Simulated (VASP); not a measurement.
# Si (Fd-3m) in VASP: notebook

The runs below take Si through relaxation of cell and atoms, with PBE.

Program: VASP 6.6.1. These are calculated values, not measurements. Logs are shortened: lines on timing, memory, paths and dates and some standing lists are left out, and cuts for length are marked.

## 1. The cell of the first run

Symmetry: Fd-3m, No. 227, cubic system. The conventional cell has a = 4.964 Å, b = 4.964 Å, c = 4.964 Å, α = 90.00°, β = 90.00°, γ = 90.00°. Within 2.8 Å of Si (site symmetry -43m) lie 4 Si at 2.15 Å.

## 2. Relaxation of cell and atoms, PBE, target pressure 13 GPa, at which the enthalpy is minimised

Contents of INCAR:

```
  PREC = Accurate
  ENCUT = 600
  EDIFF = 1E-6
  ISMEAR = -1
  SIGMA = 0.08
  LREAL = False
  LASPH = True
  NELM = 100
  ALGO = Normal
  ISIF = 3
  LWAVE = False
  LCHARG = False
  GGA = PE
  IBRION = 2
  NSW = 60
  EDIFFG = -0.005
  PSTRESS = 130.0
```

Contents of KPOINTS:

```
Automatic mesh
0
Gamma
  13 13 13
```

Contents of POSCAR:

```
Si
1.0
    0.0000000000      2.4821102077      2.4821102077
    2.4821102077      0.0000000000      2.4821102077
    2.4821102077      2.4821102077      0.0000000000
Si
2
Direct
   -0.1250000000     -0.1250000000     -0.1250000000
    0.1250000000      0.1250000000      0.1250000000
```

Potentials or basis: VASP PAW PBE potentials, release 64 (Si).

Launch:

```console
$ cat potpaw_PBE.64/Si/POTCAR > POTCAR
$ mpirun -np 1 vasp_std > vasp.out
```

OUTCAR:

```text
PREC = Accurate
   ENCUT = 600
   EDIFF = 1E-6
   ISMEAR = -1
   LREAL = False
   LASPH = True
   NELM = 100
   ISIF = 3
   GGA = PE
   IBRION = 2
   NSW = 60
   EDIFFG = -0.005
   PSTRESS = 130.0

 ion  position               nearest neighbor table
   1  0.875  0.875  0.875-   2 2.15   2 2.15   2 2.15   2 2.15
   2  0.125  0.125  0.125-   1 2.15   1 2.15   1 2.15   1 2.15

  LATTYP: Found a face centered cubic cell.
 ALAT       =     4.9642204154

  Lattice vectors:

 A1 = (   0.0000000000,   2.4821102077,   2.4821102077)
 A2 = (   2.4821102077,   0.0000000000,   2.4821102077)
 A3 = (   2.4821102077,   2.4821102077,   0.0000000000)

Analysis of symmetry for initial positions (statically):
=====================================================================
 Subroutine PRICEL returns:
 Original cell was already a primitive cell.

 Routine SETGRP: Setting up the symmetry group for a
 face centered cubic supercell.

 Subroutine GETGRP returns: Found 48 space group operations
 (whereof 12 operations were pure point group operations)
 out of a pool of 48 trial point group operations.

The static configuration has the point symmetry D_3d.
 The point group associated with its full space group is O_h .

Analysis of symmetry for dynamics (positions and initial velocities):
=====================================================================
 Subroutine PRICEL returns:
 Original cell was already a primitive cell.

 Routine SETGRP: Setting up the symmetry group for a
 face centered cubic supercell.

 Subroutine GETGRP returns: Found 48 space group operations
 (whereof 12 operations were pure point group operations)
 out of a pool of 48 trial point group operations.

The dynamic configuration has the point symmetry D_3d.
 The point group associated with its full space group is O_h .

 Subroutine INISYM returns: Found 48 space group operations
 (whereof 12 operations are pure point group operations),
 and found     1 'primitive' translations

----------------------------------------------------------------------------------------

                                     Primitive cell

  volume of cell :      30.5839

  direct lattice vectors                    reciprocal lattice vectors
     0.000000000  2.482110208  2.482110208    -0.201441499  0.201441499  0.201441499
     2.482110208  0.000000000  2.482110208     0.201441499 -0.201441499  0.201441499
     2.482110208  2.482110208  0.000000000     0.201441499  0.201441499 -0.201441499

  length of vectors
     3.510233919  3.510233919  3.510233919     0.348906910  0.348906910  0.348906910

  position of ions in fractional coordinates (direct lattice)
     0.875000000  0.875000000  0.875000000
     0.125000000  0.125000000  0.125000000

  ion indices of the primitive-cell ions
   primitive index   ion index
                 1           1
                 2           2

----------------------------------------------------------------------------------------

 KPOINTS: Automatic mesh

Automatic generation of k-mesh.
 Grid dimensions read from file:
 generate k-points for:   13   13   13

 Generating k-lattice:

  Cartesian coordinates                     Fractional coordinates (reciprocal lattice)
    -0.015495500  0.015495500  0.015495500     0.076923077  0.000000000  0.000000000
     0.015495500 -0.015495500  0.015495500     0.000000000  0.076923077  0.000000000
     0.015495500  0.015495500 -0.015495500     0.000000000  0.000000000  0.076923077

  Length of vectors
     0.026838993  0.026838993  0.026838993

  Shift w.r.t. Gamma in fractional coordinates (k-lattice)
     0.000000000  0.000000000  0.000000000

 Subroutine IBZKPT returns following result:
 ===========================================

 Found     84 irreducible k-points:

 Following reciprocal coordinates:
            Coordinates               Weight
  0.000000  0.000000  0.000000      1.000000
  0.076923  0.000000  0.000000      8.000000
  0.153846  0.000000  0.000000      8.000000
  0.230769  0.000000  0.000000      8.000000
  0.307692  0.000000  0.000000      8.000000
  0.384615  0.000000  0.000000      8.000000
[... 16 lines left out ...]
  0.384615  0.153846  0.000000     24.000000
  0.461538  0.153846  0.000000     24.000000
 [... further k-points ...]
   k-points           NKPTS =     84   k-points in BZ     NKDIM =     84   number of bands    NBANDS=      8
   number of dos      NEDOS =    301   number of ions     NIONS =      2
   total plane-waves  NPLWV =  21952
   dimension x,y,z NGX =    28 NGY =   28 NGZ =   28
   dimension x,y,z NGXF=    56 NGYF=   56 NGZF=   56
   ions per type =               2
   NGX,Y,Z   is equivalent  to a cutoff of  13.26, 13.26, 13.26 a.u.
   NGXF,Y,Z  is equivalent  to a cutoff of  26.52, 26.52, 26.52 a.u.
 SYSTEM =  unknown system
   PREC   = accura    normal or accurate (medium, high low for compatibility)
   ISTART =      0    job   : 0-new  1-cont  2-samecut
   ICHARG =      2    charge: 1-file 2-atom 10-const
   ISPIN  =      1    spin polarized calculation?
   LNONCOLLINEAR =      F non collinear calculations
   LSORBIT =      F    spin-orbit coupling
   LASPH  =      T    aspherical Exc in radial PAW
   ENCUT  =  600.0 eV  44.10 Ry    6.64 a.u.   7.01  7.01  7.01*2*pi/ulx,y,z
   NELM   =    100;   NELMIN=  2; NELMDL= -5     # of ELM steps
   EDIFF  = 0.1E-05   stopping-criterion for ELM
   LREAL  =      F    real-space projection
   EDIFFG = -.5E-02   stopping-criterion for IOM
   NSW    =     60    number of steps for IOM
   IBRION =      2    ionic relax: 0-MD 1-quasi-New 2-CG
   NFREE  =      1    steps in history (QN), initial steepest desc. (CG)
   ISIF   =      3    stress and relaxation
   ISYM   =      2    0-nonsym 1-usesym 2-fastsym
   POTIM  = 0.5000    time-step for ionic-motion
   TEBEG  =    0.0;   TEEND  =   0.0 temperature during run
   PSTRESS=  130.0 pullay stress
   NELECT =       8.0000    total number of electrons
   NUPDOWN=      -1.0000    fix difference up-down
   EMIN   =  10.00;   EMAX   =-10.00  energy-range for DOS
   EFERMI =   0.00;   METHOD = LEGACY
   ISMEAR =    -1;   SIGMA  =   0.08  broadening in eV -4-tet -1-fermi 0-gaus
   EFERMI_NEDOS =   21; number of points for ismear=-14 and -15
   IALGO  =     38    algorithm
   IMIX   =      4    mixing-type and parameters
     AMIX     =   0.40;   BMIX     =  1.00
     AMIX_MAG =   1.60;   BMIX_MAG =  1.00
  volume/ion in A,a.u.               =      15.29       103.20
  Fermi-wavevector in a.u.,A,eV,Ry     =   1.046985  1.978515 14.914400  1.096177
  Thomas-Fermi vector in A             =   2.181846
   LORBIT       =      0    0 simple, 1 ext, 2 COOP (PROOUT), +10 PAW based schemes
   GGA     = PE    functional components
   LHFCALC =     F    Hartree Fock is set to
   AEXX    =    0.0000 exact exchange contribution
   IVDW    =     0    specifies the selected vdW correction
   LEPSILON=     F    determine dielectric tensor
   LRPA    =     F    only Hartree local field effects (RPA)
 conjugate gradient relaxation of ions
 non-spin polarized calculation
  energy-cutoff  :      600.00
  volume of cell :       30.58
 maximum number of plane-waves:      1031
   NGX = 13   NGY = 13   NGZ = 13

--------------------------------------- Ionic step        1  -------------------------------------------

 number of electron       7.9999999 magnetization

 Free energy of the ion-electron system (eV)
  ---------------------------------------------------
  ext. energy  EPLUGINS =         0.00000000
  ---------------------------------------------------
  free energy    TOTEN  =        -9.66888560 eV

  energy without entropy =       -9.66575612  energy(sigma->0) =       -9.66732086

 E-fermi :   8.8734     XC(G=0): -10.5031

 val. band max:        8.8642445851   @ k =   0.4615   0.4615   0.0000
 cond. band min:       8.9081350522   @ k =   0.0000   0.0000   0.0000
 fundamental gap:      0.0438904671
 Fermi energy:         8.8734385567

 k-point     1 :       0.0000    0.0000    0.0000
  band No.  band energies     occupation
      1      -5.1319      2.00000
      2       8.9081      0.78648
      3       8.9081      0.78648
      4       8.9081      0.78648
      5      11.5357      0.00000
      6      11.5357      0.00000
      7      11.5357      0.00000
      8      15.6291      0.00000
[... 243 lines left out ...]
 k-point    24 :       0.4615    0.1538    0.0000
  band No.  band energies     occupation
      1      -2.2581      2.00000
      2       1.4812      2.00000
      3       5.9382      2.00000
      4       6.6976      2.00000
      5      10.8135      0.00000
      6      13.5522      0.00000
      7      13.6122      0.00000
      8      15.6753      0.00000

 [... further k-points ...]

------------------------ aborting loop because EDIFF is reached ----------------------------------------

  FORCE on cell =-STRESS in cart. coord.  units (eV):
  Direction    XX          YY          ZZ          XY          YZ          ZX
  --------------------------------------------------------------------------------------
  -------------------------------------------------------------------------------------
  Total        8.9399404      8.9399404      8.9399404      0.0000000      0.0000000      0.0000000
  in kB      468.3300522    468.3300522    468.3300522      0.0000000      0.0000000      0.0000000
  external PRESSURE =     338.3300522 kB  Pullay stress =     130.0000000 kB
[... 97 lines left out ...]
  energy  without entropy=      -10.7162937880  energy(sigma->0) =      -10.71657869

  enthalpy is  TOTEN    =        -7.7268805020 eV   P V=        2.9899830866

[... ionic steps 4 to 15 ...]

--------------------------------------- Ionic step       16  -------------------------------------------

 number of electron       7.9999999 magnetization

------------------------ aborting loop because EDIFF is reached ----------------------------------------
[... 71 lines left out ...]
--------------------------------------- Ionic step       18  -------------------------------------------

 number of electron       7.9999999 magnetization

 Free energy of the ion-electron system (eV)
  ---------------------------------------------------
  ext. energy  EPLUGINS =         0.00000000
  ---------------------------------------------------
  free energy    TOTEN  =       -10.68574023 eV

  energy without entropy =      -10.68510564  energy(sigma->0) =      -10.68542293

 E-fermi :   7.0069     XC(G=0):  -9.7825

 val. band max:        6.8200531779   @ k =   0.0000   0.0000   0.0000
 cond. band min:       7.2301777533   @ k =   0.4615   0.4615   0.0000
 fundamental gap:      0.4101245755
 Fermi energy:         7.0068560053

 k-point     1 :       0.0000    0.0000    0.0000
  band No.  band energies     occupation
      1      -5.8125      2.00000
      2       6.8201      1.82347
      3       6.8201      1.82347
      4       6.8201      1.82347
      5       9.4185      0.00000
      6       9.4185      0.00000
      7       9.4185      0.00000
      8      11.3146      0.00000
[... 243 lines left out ...]
 k-point    24 :       0.4615    0.1538    0.0000
  band No.  band energies     occupation
      1      -3.3734      2.00000
      2       0.1809      2.00000
      3       4.1647      2.00000
      4       4.9184      2.00000
      5       8.9013      0.00000
      6      11.0224      0.00000
      7      11.4606      0.00000
      8      13.1053      0.00000

 [... further k-points ...]

------------------------ aborting loop because EDIFF is reached ----------------------------------------

  FORCE on cell =-STRESS in cart. coord.  units (eV):
  Direction    XX          YY          ZZ          XY          YZ          ZX
  --------------------------------------------------------------------------------------
  -------------------------------------------------------------------------------------
  Total        2.9668707      2.9668707      2.9668707      0.0000000      0.0000000      0.0000000
  in kB      130.4339459    130.4339459    130.4339459      0.0000000      0.0000000      0.0000000
  external PRESSURE =       0.4339459 kB  Pullay stress =     130.0000000 kB
[... 21 lines left out ...]
  energy  without entropy=      -10.6851056377  energy(sigma->0) =      -10.68542293

  enthalpy is  TOTEN    =        -7.7287401106 eV   P V=        2.9570001162

 reached required accuracy - stopping structural energy minimisation
```

Wall time 2.8 min (1 thread of Intel Xeon 8259CL, shared host); peak memory 0.16 GiB.

Results:

| Property | Result |
| --- | --- |
| Free energy | -10.6857 eV |
| Relaxed volume | 18.22 Å³/atom |
| Relaxed cell | a = 3.721 Å, b = 3.721 Å, c = 3.721 Å, α = 60.00°, β = 60.00°, γ = 60.00° |
| Space group after relaxing (to 0.1 Å) | Fd-3m (No. 227) |
| Energy change on relaxing (the run minimises the enthalpy) | -508.4 meV/atom |
| Ionic steps | 18 |
| Pressure after relaxing | 13.0 GPa |
| Band gap on the k mesh | 0.41 eV (least direct gap 2.60 eV) |

Step by step:
| step | energy change (eV) | largest force (eV/Å) | pressure (GPa) | volume (Å³) |
| --- | --- | --- | --- | --- |
| 1 | 0.0000 | 0.0000 | 46.83 | 30.58 |
| 2 | -0.9703 | 0.0000 | -9.30 | 47.22 |
| 3 | -1.0480 | 0.0000 | 11.52 | 36.85 |
| 4 | -1.0228 | 0.0000 | 12.76 | 36.52 |
| 5 | -1.0127 | 0.0000 | 13.24 | 36.39 |
| 6 | -1.0127 | 0.0000 | 13.24 | 36.39 |
| 7 | -1.0130 | 0.0000 | 13.23 | 36.40 |
| 8 | -1.0130 | 0.0000 | 13.22 | 36.40 |
| 9 | -1.0130 | 0.0000 | 13.22 | 36.40 |
| 10 | -1.0130 | 0.0000 | 13.22 | 36.40 |
| 11 | -1.0130 | 0.0000 | 13.22 | 36.40 |
| 12 | -1.0131 | 0.0000 | 13.22 | 36.40 |
| 13 | -1.0131 | 0.0000 | 13.22 | 36.40 |
| 14 | -1.0132 | 0.0000 | 13.21 | 36.40 |
| 15 | -1.0135 | 0.0000 | 13.20 | 36.40 |
| 16 | -1.0140 | 0.0000 | 13.19 | 36.41 |
| 17 | -1.0149 | 0.0000 | 13.15 | 36.42 |
| 18 | -1.0169 | 0.0000 | 13.04 | 36.44 |

Final structure:
```
Si
1.0
     0.00000    2.63146    2.63146
     2.63146    0.00000    2.63146
     2.63146    2.63146    0.00000
Si
2
Cartesian
  4.6050 4.6050 4.6050
  0.6579 0.6579 0.6579
```

Caveat: the cell is relaxed towards a set pressure, so the run minimises the enthalpy, not the energy; the volume moved by over 15 % at a fixed basis, so the end points are rough; an odd mesh through Γ misses points on the zone boundary, where band edges can lie.

## 3. Relaxation of cell and atoms, PBE, target pressure 13 GPa, at which the enthalpy is minimised

This run uses another cell than the first one, of 18.24 Å³/atom.

Contents of INCAR:

```
ALGO = Normal
EDIFF = 1E-6
EDIFFG = -0.005
ENCUT = 600
GGA = PE
IBRION = 2
ISIF = 3
ISMEAR = -1
LASPH = T
LCHARG = F
LREAL = F
LWAVE = F
NELM = 100
NSW = 32
PREC = Accurate
PSTRESS = 130.0
SIGMA = 0.08
```

Contents of KPOINTS:

```
k-points
0
Gamma
  13 13 13
```

Contents of POSCAR:

```
Si
1.0
    0.0000000000      2.6323102214      2.6323102214
    2.6323102214      0.0000000000      2.6323102214
    2.6323102214      2.6323102214      0.0000000000
Si
2
Direct
   -0.1250000000     -0.1250000000     -0.1250000000
    0.1250000000      0.1250000000      0.1250000000
```

Potentials or basis: VASP PAW PBE potentials, release 64 (Si).

Launch:

```console
$ cat potpaw_PBE.64/Si/POTCAR > POTCAR
$ mpirun -np 1 vasp_std > vasp.out
```

It took 79 s on 1 thread of Intel Xeon 8259CL, shared host; peak memory 0.17 GiB.

The run converged. Its results:

```yaml
Free_energy: -10.6873 eV
Relaxed_volume: 18.23 Å³/atom
Relaxed_cell: a = 3.722 Å, b = 3.722 Å, c = 3.722 Å, α = 60.00°, β = 60.00°, γ = 60.00°
Space_group_after_relaxing_to_0.1_Å: Fd-3m (No. 227)
Energy_change_on_relaxing_the_run_minimises_the_enthalpy: +0.9 meV/atom
Ionic_steps: 3
Pressure_after_relaxing: 13.0 GPa
Band_gap_on_the_k_mesh: 0.41 eV (least direct gap 2.60 eV)
```

Step by step:
```
step  energy change (eV)  largest force (eV/Å)  pressure (GPa)  volume (Å³)
   1              0.0000                0.0000           12.92        36.48
   2              0.0040                0.0000           13.10        36.43
   3              0.0018                0.0000           13.00        36.46
```

Final structure:
```xyz
2
Lattice="0.0000 2.6318 2.6318 2.6318 0.0000 2.6318 2.6318 2.6318 0.0000" Properties=species:S:1:pos:R:3 pbc="T T T"
Si    4.6056    4.6056    4.6056
Si    0.6579    0.6579    0.6579
```

Levels at points of the mesh, in eV from the valence-band top:
| k point | band 1 | band 2 | band 3 | band 4 | band 5 | band 6 | band 7 | band 8 |
| --- | --- | --- | --- | --- | --- | --- | --- | --- |
| (0.00, 0.00, 0.00) | -12.63 | 0.00 | 0.00 | 0.00 | 2.60 | 2.60 | 2.60 | 4.49 |

Caveat: the cell is relaxed towards a set pressure, so the run minimises the enthalpy, not the energy; an odd mesh through Γ misses points on the zone boundary, where band edges can lie.
